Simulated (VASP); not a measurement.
# TlC2H in VASP: single point with PBE

Aim: the single point of TlC2H with PBE.

All numbers are computed with VASP 6.6.1; they aren't measurements. Logs are shortened: lines on timing, memory, paths and dates and some standing lists are left out, and cuts for length are marked.

## (1) The cell of the first run

The cell holds a molecule in a box, 4 atoms: a = 9.000 Å, b = 9.000 Å, c = 13.630 Å, α = 90.00°, β = 90.00°, γ = 90.00°.

## (2) Single point, PBE, non-collinear spin, zero start, spin-orbit coupling

File INCAR:

```
SYSTEM = TlHC2
PREC = Accurate
ENCUT = 520
EDIFF = 1E-6
ISMEAR = 0
SIGMA = 0.01
LREAL = .False.
LASPH = .True.
NELM = 150
ALGO = Normal
ISIF = 2
LWAVE = .False.
LCHARG = .False.
LNONCOLLINEAR = .True.
MAGMOM = 0 0 0 0 0 0 0 0 0 0 0 0
LORBIT = 11
LSORBIT = .True.
GGA_COMPAT = .False.
LORBMOM = .True.
GGA = PE
NBANDS = 36
```

File KPOINTS:

```
Automatic mesh
0
Gamma
  1 1 1
  0 0 0
```

File POSCAR:

```
TlHC2
1.0
    9.0000000000      0.0000000000      0.0000000000
    0.0000000000      9.0000000000      0.0000000000
    0.0000000000      0.0000000000     13.6300000000
Tl C H
1 2 1
Direct
    0.5000000000      0.5000000000      0.3301540700
    0.5000000000      0.5000000000      0.5000719000
    0.5000000000      0.5000000000      0.5905011000
    0.5000000000      0.5000000000      0.6695385200
```

Potentials or basis: VASP PAW PBE potentials, release 64 (Tl_d, C, H).

Started as:

```bash
$ cat potpaw_PBE.64/Tl_d/POTCAR potpaw_PBE.64/C/POTCAR potpaw_PBE.64/H/POTCAR > POTCAR
$ mpirun -np 1 vasp_ncl > vasp.out
```

OUTCAR:

```text
SYSTEM = TlHC2
   PREC = Accurate
   ENCUT = 520
   EDIFF = 1E-6
   ISMEAR = 0
   LREAL = .False.
   LASPH = .True.
   NELM = 150
   ISIF = 2
   LNONCOLLINEAR = .True.
   LORBIT = 11
   LSORBIT = .True.
   GGA = PE

 ion  position               nearest neighbor table
   1  0.500  0.500  0.330-   2 2.32
   2  0.500  0.500  0.500-   3 1.23   1 2.32
   3  0.500  0.500  0.591-   4 1.08   2 1.23
   4  0.500  0.500  0.670-   3 1.08

  LATTYP: Found a simple tetragonal cell.
 ALAT       =     9.0000000000
 C/A-ratio  =     1.5144444444

  Lattice vectors:

 A1 = (   9.0000000000,   0.0000000000,   0.0000000000)
 A2 = (   0.0000000000,   9.0000000000,   0.0000000000)
 A3 = (   0.0000000000,   0.0000000000,  13.6300000000)

Analysis of symmetry for initial positions (statically):
=====================================================================
 Subroutine PRICEL returns:
 Original cell was already a primitive cell.

 Routine SETGRP: Setting up the symmetry group for a
 simple tetragonal supercell.

 Subroutine GETGRP returns: Found  8 space group operations
 (whereof  8 operations were pure point group operations)
 out of a pool of 16 trial point group operations.

The static configuration has the point symmetry C_4v.

Analysis of symmetry for dynamics (positions and initial velocities):
=====================================================================
 Subroutine PRICEL returns:
 Original cell was already a primitive cell.

 Routine SETGRP: Setting up the symmetry group for a
 simple tetragonal supercell.

 Subroutine GETGRP returns: Found  8 space group operations
 (whereof  8 operations were pure point group operations)
 out of a pool of 16 trial point group operations.

The dynamic configuration has the point symmetry C_4v.

Analysis of structural, dynamic, and magnetic symmetry:
=====================================================================
 Subroutine PRICEL returns:
 Original cell was already a primitive cell.

 Routine SETGRP: Setting up the symmetry group for a
 simple tetragonal supercell.

 Subroutine GETGRP returns: Found  8 space group operations
 (whereof  8 operations were pure point group operations)
 out of a pool of 16 trial point group operations.

The overall configuration has the point symmetry C_4v.

 Subroutine INISYM returns: Found  8 space group operations
 (whereof  8 operations are pure point group operations),
 and found     1 'primitive' translations

----------------------------------------------------------------------------------------

                                     Primitive cell

  volume of cell :    1104.0300

  direct lattice vectors                    reciprocal lattice vectors
     9.000000000  0.000000000  0.000000000     0.111111111  0.000000000  0.000000000
     0.000000000  9.000000000  0.000000000     0.000000000  0.111111111  0.000000000
     0.000000000  0.000000000 13.630000000     0.000000000  0.000000000  0.073367572

  length of vectors
     9.000000000  9.000000000 13.630000000     0.111111111  0.111111111  0.073367572

  position of ions in fractional coordinates (direct lattice)
     0.500000000  0.500000000  0.330154070
     0.500000000  0.500000000  0.500071900
     0.500000000  0.500000000  0.590501100
     0.500000000  0.500000000  0.669538520

  ion indices of the primitive-cell ions
   primitive index   ion index
                 1           1
                 2           2
                 3           3
                 4           4

----------------------------------------------------------------------------------------

[... 86 lines left out ...]

 number of electron      21.9999996 magnetization       0.0000000      0.0000000      0.0000000

 Free energy of the ion-electron system (eV)
  ---------------------------------------------------
  ext. energy  EPLUGINS =         0.00000000
  ---------------------------------------------------
  free energy    TOTEN  =       -20.66462020 eV

  energy without entropy =      -20.66462020  energy(sigma->0) =      -20.66462020

 E-fermi :  -5.5764     XC(G=0):  -1.2470

 val. band max:       -5.6461000480   @ k =   0.0000   0.0000   0.0000
 cond. band min:      -2.3451518934   @ k =   0.0000   0.0000   0.0000
 fundamental gap:      3.3009481546
 Fermi energy:        -5.5763627851

 k-point     1 :       0.0000    0.0000    0.0000
  band No.  band energies     occupation
      1     -16.9716      1.00000
      2     -16.9716      1.00000
      3     -16.5666      1.00000
      4     -16.5666      1.00000
      5     -16.3372      1.00000
      6     -16.3372      1.00000
[... 26 lines left out ...]
     33       1.0126      0.00000
     34       1.0126      0.00000
 [bands above 34 left out]

------------------------ aborting loop because EDIFF is reached ----------------------------------------

  FORCE on cell =-STRESS in cart. coord.  units (eV):
  Direction    XX          YY          ZZ          XY          YZ          ZX
  --------------------------------------------------------------------------------------
  -------------------------------------------------------------------------------------
  Total       -0.0108400     -0.0108400     -0.9670944      0.0000000     -0.0000000     -0.0000000
  in kB       -0.0157311     -0.0157311     -1.4034553      0.0000000     -0.0000000     -0.0000000
  external PRESSURE =      -0.4783058 kB  Pullay stress =       0.0000000 kB

 VOLUME and BASIS-vectors are now :
 -----------------------------------------------------------------------------
  energy-cutoff  :      520.00
  volume of cell :     1104.03
      direct lattice vectors                 reciprocal lattice vectors
     9.000000000  0.000000000  0.000000000     0.111111111  0.000000000  0.000000000
     0.000000000  9.000000000  0.000000000     0.000000000  0.111111111  0.000000000
     0.000000000  0.000000000 13.630000000     0.000000000  0.000000000  0.073367572

 POSITION                                       TOTAL-FORCE (eV/Angst)
 -----------------------------------------------------------------------------------
      4.50000      4.50000      4.50000         0.000000     -0.000000      0.150652
      4.50000      4.50000      6.81598         0.000000      0.000000      0.168802
      4.50000      4.50000      8.04853         0.000000     -0.000000     -0.166710
      4.50000      4.50000      9.12581         0.000000      0.000000     -0.152744
 -----------------------------------------------------------------------------------
    total drift:                                0.000000      0.000000     -0.000217

  FREE ENERGIE OF THE ION-ELECTRON SYSTEM (eV)
  ---------------------------------------------------
  free  energy   TOTEN  =       -20.6646202001 eV

  energy  without entropy=      -20.6646202001  energy(sigma->0) =      -20.66462020

 orbital moment (x)

 # of ion     p       d       tot
 ----------------------------------------
  1         0.000  -0.000  -0.000
  2         0.000   0.000   0.000
  3         0.000   0.000   0.000
  4         0.000   0.000   0.000
 ----------------------------------------
            0.000  -0.000  -0.000

 orbital moment (y)

 # of ion     p       d       tot
 ----------------------------------------
  1         0.000  -0.000  -0.000
  2         0.000   0.000   0.000
  3         0.000   0.000   0.000
  4         0.000   0.000   0.000
 ----------------------------------------
            0.000  -0.000  -0.000

 orbital moment (z)

 # of ion     p       d       tot
 ----------------------------------------
  1         0.000   0.000   0.000
  2         0.000   0.000   0.000
  3         0.000   0.000   0.000
  4         0.000   0.000   0.000
 ----------------------------------------
            0.000   0.000   0.000

 Spin-Orbit-Coupling matrix elements

 Ion:    1  E_soc:     -0.5113912
 l=   1
     0.0000000    -0.0478804    -0.0128905
    -0.0478804     0.0000000    -0.0478804
    -0.0128905    -0.0478804     0.0000000
 l=   2
     0.0000000    -0.0097773     0.0000000    -0.0097773    -0.0389355
    -0.0097773     0.0000000    -0.0295999    -0.0097991    -0.0097775
     0.0000000    -0.0295999     0.0000000    -0.0295999     0.0000000
    -0.0097773    -0.0097991    -0.0295999     0.0000000    -0.0097775
    -0.0389355    -0.0097775     0.0000000    -0.0097775     0.0000000
 l=   3
     0.0000000     0.0000000     0.0000000     0.0000000     0.0000000     0.0000000     0.0000000
     0.0000000     0.0000000     0.0000000     0.0000000     0.0000000     0.0000000     0.0000000
     0.0000000     0.0000000     0.0000000     0.0000000     0.0000000     0.0000000     0.0000000
     0.0000000     0.0000000     0.0000000     0.0000000     0.0000000     0.0000000     0.0000000
[... 49 lines left out ...]
 l=   2
     0.0000000     0.0000000     0.0000000     0.0000000     0.0000000
     0.0000000     0.0000000     0.0000000     0.0000000     0.0000000
     0.0000000     0.0000000     0.0000000     0.0000000     0.0000000
     0.0000000     0.0000000     0.0000000     0.0000000     0.0000000
     0.0000000     0.0000000     0.0000000     0.0000000     0.0000000
 l=   3
     0.0000000     0.0000000     0.0000000     0.0000000     0.0000000     0.0000000     0.0000000
     0.0000000     0.0000000     0.0000000     0.0000000     0.0000000     0.0000000     0.0000000
     0.0000000     0.0000000     0.0000000     0.0000000     0.0000000     0.0000000     0.0000000
     0.0000000     0.0000000     0.0000000     0.0000000     0.0000000     0.0000000     0.0000000
     0.0000000     0.0000000     0.0000000     0.0000000     0.0000000     0.0000000     0.0000000
     0.0000000     0.0000000     0.0000000     0.0000000     0.0000000     0.0000000     0.0000000
     0.0000000     0.0000000     0.0000000     0.0000000     0.0000000     0.0000000     0.0000000

 total charge

# of ion       s       p       d       tot
------------------------------------------
    1        1.236   0.274   9.662  11.172
    2        0.914   1.594   0.000   2.508
    3        0.914   1.711   0.000   2.625
    4        0.620   0.051   0.000   0.671
--------------------------------------------------
tot          3.684   3.630   9.662  16.976

 magnetization (x)

# of ion       s       p       d       tot
------------------------------------------
    1        0.000   0.000  -0.000  -0.000
    2        0.000   0.000   0.000   0.000
    3       -0.000   0.000   0.000  -0.000
    4        0.000   0.000   0.000   0.000
--------------------------------------------------
tot         -0.000   0.000  -0.000  -0.000

 magnetization (y)

# of ion       s       p       d       tot
------------------------------------------
    1        0.000   0.000   0.000   0.000
    2        0.000   0.000   0.000   0.000
    3        0.000  -0.000   0.000  -0.000
    4        0.000  -0.000   0.000  -0.000
--------------------------------------------------
tot          0.000   0.000   0.000   0.000

 magnetization (z)

# of ion       s       p       d       tot
------------------------------------------
    1        0.000   0.000  -0.000   0.000
    2        0.000   0.000   0.000   0.000
    3       -0.000  -0.000   0.000  -0.000
    4        0.000   0.000   0.000   0.000
--------------------------------------------------
tot          0.000   0.000  -0.000   0.000
```

Run time: 17 min. Hardware: 1 thread of Intel Xeon 8259CL, shared host; peak memory 2.8 GiB.

Results:

```
Free energy                                           : -20.6646 eV
Largest force                                         : 0.169 eV/Å
Net moment                                            : 0.00 μB per cell
Valence electrons inside the program's atomic spheres : Tl 11.17; C 2.51, 2.62; H 0.67
```

Forces on the atoms (eV/Å):
```
Tl   0.000  0.000  0.151
C    0.000  0.000  0.169
C    0.000  0.000 -0.167
H    0.000  0.000 -0.153
```

Moments on the atoms (μB; x, y, z):
```
Tl  0.00 0.00 0.00
C   0.00 0.00 0.00
C   0.00 0.00 0.00
H   0.00 0.00 0.00
```
